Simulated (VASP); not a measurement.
# MoN2 (Cmmm) in VASP: further runs, part 2 of 2

VASP 6.6.1.

**3. Relaxation of the atoms, PBEsol**

INCAR reads:

```
SYSTEM = MoN2
PREC = Accurate ; ENCUT = 520
EDIFF = 1E-7 ; ISMEAR = -1
SIGMA = 0.05 ; LREAL = .False.
LASPH = .True. ; NELM = 120
ALGO = Normal ; ISIF = 2
LWAVE = .False. ; LCHARG = .False.
GGA = PS ; IBRION = 2
NSW = 60 ; EDIFFG = -0.01
GGA_COMPAT = .False. ; NELMIN = 4
```

KPOINTS reads:

```
Automatic mesh
0
Gamma
  5 5 8
  0 0 0
```

POSCAR reads:

```
MoN2
1.0
    4.3480530000      0.0869610600      0.0000000000
    0.0869610600      4.3480530000      0.0000000000
    0.0000000000      0.0000000000      2.7674600000
Mo N
2 4
Direct
    0.0000000000      0.0000000000      0.0000000000
    0.5000000000      0.5000000000      0.0000000000
    0.6116470000      0.8883530000      0.5000000000
    0.3883530000      0.1116470000      0.5000000000
    0.1116470000      0.6116470000      0.5000000000
    0.8883530000      0.3883530000      0.5000000000
```

Potentials or basis: VASP PAW PBE potentials, release 64 (Mo_sv, N).

Command:

```sh
> cat potpaw_PBE.64/Mo_sv/POTCAR potpaw_PBE.64/N/POTCAR > POTCAR
> mpirun -np 1 vasp_std > vasp.out
```

OUTCAR:

```text
SYSTEM = MoN2
   PREC = Accurate
   ENCUT = 520
   EDIFF = 1E-7
   ISMEAR = -1
   LREAL = .False.
   LASPH = .True.
   NELM = 120
   ISIF = 2
   GGA = PS
   IBRION = 2
   NSW = 60
   EDIFFG = -0.01
   NELMIN = 4

 ion  position               nearest neighbor table
   1  0.000  0.000  0.000-   5 2.22   6 2.22   5 2.22   6 2.22   3 2.25   4 2.25   3 2.25   4 2.25
                             2 3.01   2 3.01   2 3.14   2 3.14
   2  0.500  0.500  0.000-   5 2.22   6 2.22   5 2.22   6 2.22   3 2.25   4 2.25   3 2.25   4 2.25
                             1 3.01   1 3.01   1 3.14   1 3.14
   3  0.612  0.888  0.500-   4 1.35   2 2.25   1 2.25   1 2.25   2 2.25
   4  0.388  0.112  0.500-   3 1.35   2 2.25   1 2.25   1 2.25   2 2.25
   5  0.112  0.612  0.500-   6 1.40   2 2.22   1 2.22   1 2.22   2 2.22
   6  0.888  0.388  0.500-   5 1.40   2 2.22   1 2.22   1 2.22   2 2.22

  LATTYP: Found a base centered orthorhombic cell.
 ALAT       =     6.0260940121
 B/A-ratio  =     1.0408163265
 C/A-ratio  =     0.4592460712

  Lattice vectors:

 A1 = (  -0.0869610600,  -4.3480530000,   0.0000000000)
 A2 = (   4.3480530000,   0.0869610600,   0.0000000000)
 A3 = (   0.0000000000,   0.0000000000,   2.7674600000)

Analysis of symmetry for initial positions (statically):
=====================================================================
 Subroutine PRICEL returns:
 Original cell was already a primitive cell.

 Routine SETGRP: Setting up the symmetry group for a
 base centered orthorhombic supercell.

 Subroutine GETGRP returns: Found  8 space group operations
 (whereof  4 operations were pure point group operations)
 out of a pool of  8 trial point group operations.

The static configuration has the point symmetry C_2h.
 The point group associated with its full space group is D_2h.

Analysis of symmetry for dynamics (positions and initial velocities):
[... 140 lines left out ...]
     AMIX_MAG =   1.60;   BMIX_MAG =  1.00
  volume/ion in A,a.u.               =       8.72        58.82
  Fermi-wavevector in a.u.,A,eV,Ry     =   1.590949  3.006457 34.437945  2.531118
  Thomas-Fermi vector in A             =   2.689565
   LORBIT       =      0    0 simple, 1 ext, 2 COOP (PROOUT), +10 PAW based schemes
   GGA     = PS    functional components
   LHFCALC =     F    Hartree Fock is set to
   AEXX    =    0.0000 exact exchange contribution
   IVDW    =     0    specifies the selected vdW correction
   LEPSILON=     F    determine dielectric tensor
   LRPA    =     F    only Hartree local field effects (RPA)
 conjugate gradient relaxation of ions
 non-spin polarized calculation
  energy-cutoff  :      520.00
  volume of cell :       52.30
 maximum number of plane-waves:      1438
   NGX = 17   NGY = 17   NGZ = 11

--------------------------------------- Ionic step        1  -------------------------------------------

 number of electron      47.9999999 magnetization

 Free energy of the ion-electron system (eV)
  ---------------------------------------------------
  ext. energy  EPLUGINS =         0.00000000
  ---------------------------------------------------
  free energy    TOTEN  =       -58.63630939 eV

  energy without entropy =      -58.62224374  energy(sigma->0) =      -58.62927656

------------------------ aborting loop because EDIFF is reached ----------------------------------------

  FORCE on cell =-STRESS in cart. coord.  units (eV):
  Direction    XX          YY          ZZ          XY          YZ          ZX
  --------------------------------------------------------------------------------------
  -------------------------------------------------------------------------------------
  Total       -3.7392548     -3.7392548     -5.2690293     -3.4287246      0.0000000      0.0000000
  in kB     -114.5508684   -114.5508684   -161.4150188   -105.0378758      0.0000000      0.0000000
  external PRESSURE =    -130.1722518 kB  Pullay stress =       0.0000000 kB
[... 187 lines left out ...]
--------------------------------------- Ionic step        6  -------------------------------------------

 number of electron      47.9999998 magnetization

 Free energy of the ion-electron system (eV)
  ---------------------------------------------------
  ext. energy  EPLUGINS =         0.00000000
  ---------------------------------------------------
  free energy    TOTEN  =       -58.64064839 eV

  energy without entropy =      -58.62579882  energy(sigma->0) =      -58.63322360

 E-fermi :  11.9792     XC(G=0): -13.8595

 val. band max:       11.9741666225   @ k =  -0.4000   0.4000   0.1250
 cond. band min:      11.9876762481   @ k =  -0.4000   0.2000   0.2500
 fundamental gap:      0.0135096256
 Fermi energy:        11.9791646017

 k-point     1 :       0.0000    0.0000    0.0000
  band No.  band energies     occupation
      1     -49.9714      2.00000
      2     -49.9099      2.00000
      3     -24.2407      2.00000
      4     -24.1495      2.00000
      5     -23.8849      2.00000
      6     -23.8230      2.00000
[... 733 lines left out ...]
     27      14.2487      0.00000
     28      14.4863      0.00000

 [... further k-points ...]
[... 5 lines left out ...]
  --------------------------------------------------------------------------------------
  -------------------------------------------------------------------------------------
  Total       -3.8574081     -3.8574081     -5.3006013     -3.2066521      0.0000000      0.0000000
  in kB     -118.1704556   -118.1704556   -162.3822168    -98.2347559      0.0000000      0.0000000
  external PRESSURE =    -132.9077093 kB  Pullay stress =       0.0000000 kB
[... 21 lines left out ...]
  FREE ENERGIE OF THE ION-ELECTRON SYSTEM (eV)
  ---------------------------------------------------
  free  energy   TOTEN  =       -58.6406483852 eV

  energy  without entropy=      -58.6257988242  energy(sigma->0) =      -58.63322360

 reached required accuracy - stopping structural energy minimisation
```

Wall time 3.1 min (1 thread of Intel Xeon Platinum 8375C at 2.90GHz (Ice Lake), shared host); peak memory 0.2 GiB.

Results:

| Quantity | Value |
| --- | --- |
| Free energy | -58.6406 eV |
| Energy gained by relaxing | 0.7 meV/atom |
| Ionic steps | 6 |
| Pressure after relaxing | -13.3 GPa |
| Largest force after relaxing | 0.007 eV/Å |
| Band gap on the k mesh | zero (band 24 reaches 13.13 eV, above the bottom of band 25 at 11.25 eV) |

Forces on the atoms (eV/Å):
```
Mo   0.000  0.000  0.000
Mo   0.000  0.000  0.000
N    0.005 -0.005  0.000
N   -0.005  0.005  0.000
N   -0.002 -0.002  0.000
N    0.002  0.002  0.000
```

Stress tensor (GPa, compression positive):
```
-11.82  -9.82   0.00
 -9.82 -11.82   0.00
  0.00   0.00 -16.24
```

Step by step:
| step | energy change (eV) | largest force (eV/Å) | pressure (GPa) |
| --- | --- | --- | --- |
| 1 | 0.0000 | 0.4749 | -13.02 |
| 2 | 0.0118 | 0.8794 | -13.83 |
| 3 | -0.0043 | 0.0476 | -13.37 |
| 4 | -0.0043 | 0.0509 | -13.36 |
| 5 | -0.0043 | 0.0455 | -13.23 |
| 6 | -0.0043 | 0.0068 | -13.29 |

Final structure:
```
Mo N
1.0
     4.34805    0.08696    0.00000
     0.08696    4.34805    0.00000
     0.00000    0.00000    2.76746
Mo N
2 4
Direct
  0.00000 0.00000 0.00000
  0.50000 0.50000 0.00000
  0.61282 0.88718 0.50000
  0.38718 0.11282 0.50000
  0.11094 0.61094 0.50000
  0.88906 0.38906 0.50000
```

Caveat: the PAW data sets were made with another functional, which shifts forces and pressure a little.
